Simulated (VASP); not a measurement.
A run of VASP 6.6.1:

Contents of INCAR:

```
SYSTEM = Mg
ALGO = Normal
EDIFF = 1E-6
EDIFFG = -0.002
ENCUT = 600
GGA = CA
IBRION = 2
ISIF = 3
ISMEAR = -1
LASPH = .TRUE.
LCHARG = .FALSE.
LREAL = .FALSE.
LWAVE = .FALSE.
NELM = 100
NSW = 100
PREC = Accurate
PSTRESS = 150.0
SIGMA = 0.1
```

File KPOINTS:

```
k-points
0
G
  18 18 10
  0 0 0
```

The input POSCAR:

```
Mg
1.0
    3.1357687887      0.0000000000      0.0000000000
   -1.5678843944      2.7156554314      0.0000000000
    0.0000000000      0.0000000000      5.0810750094
Mg
2
Direct
    0.3333333333      0.6666666667      0.2500000000
    0.6666666667      0.3333333333      0.7500000000
```

Potentials or basis: VASP PAW LDA potentials, release 64 (Mg).

Run with:

```bash
$ cat potpaw_LDA.64/Mg/POTCAR > POTCAR
$ mpirun -np 1 vasp_std > vasp.out
```

Hardware: 1 thread of Intel(R) Xeon(R) Platinum 8488C (Sapphire Rapids) (shared host).

Task: Estimate the wall time of this run.

Result: Run time: 2.2 min on 1 thread of Intel(R) Xeon(R) Platinum 8488C (Sapphire Rapids) (shared host), peak memory 0.23 GiB. Counts: scf iterations 44, k points 222, ion steps 12.
